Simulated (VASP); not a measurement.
## NbRe3Pd: single point with PBE

The system is NbRe3Pd.

```
CELL_PARAMETERS angstrom
4.62402 0.00000 0.00000
0.00000 4.62402 0.00000
0.00000 0.00000 4.62402
ATOMIC_POSITIONS crystal
Nb 0.00000 0.00000 0.00000
Re 0.00000 0.50000 0.50000
Re 0.50000 0.00000 0.50000
Re 0.50000 0.50000 0.00000
Pd 0.50000 0.50000 0.50000
```

```json
{
  "Program": "VASP 6.6.1",
  "Task": "single point",
  "Functional": "PBE",
  "Potentials or basis": "VASP PAW PBE potentials, release 64 (Nb_sv, Re_sv_GW, Pd_sv_GW)",
  "Cutoff": "630 eV",
  "k mesh": "4 × 4 × 4",
  "Occupations": "gaussian, width 0.1 eV",
  "Spin": "no spin polarisation",
  "Dipole correction": "no",
  "Further INCAR settings": "ALGO = Normal; EDIFF = 1e-06; NBANDS = 46"
}
```

The pressure is 0.0 GPa. The band gap on the k mesh is zero (bands 38 and 39 overlap by 1.17 eV).

Levels at points of the mesh, in eV from the Fermi level:
| k point | band 35 | band 36 | band 37 | band 38 | band 39 | band 40 |
| --- | --- | --- | --- | --- | --- | --- |
| (0.00, 0.00, 0.00) | 0.61 | 0.83 | 0.83 | 0.83 | 1.35 | 1.35 |
| (0.50, 0.00, 0.00) | -0.86 | -0.42 | -0.14 | 0.44 | 0.44 | 0.46 |
| (0.50, 0.50, 0.00) | -1.08 | -1.08 | -0.96 | -0.45 | -0.34 | -0.34 |
| (0.50, 0.50, 0.50) | -1.61 | -1.61 | -0.63 | -0.63 | 0.68 | 0.68 |

Wall time 72 s on 1 thread of Intel(R) Xeon(R) 6975P-C (Granite Rapids), on a shared host, peak memory 0.29 GiB.

Caveat: spin-orbit coupling is left out, which moves the levels of the heavy elements.
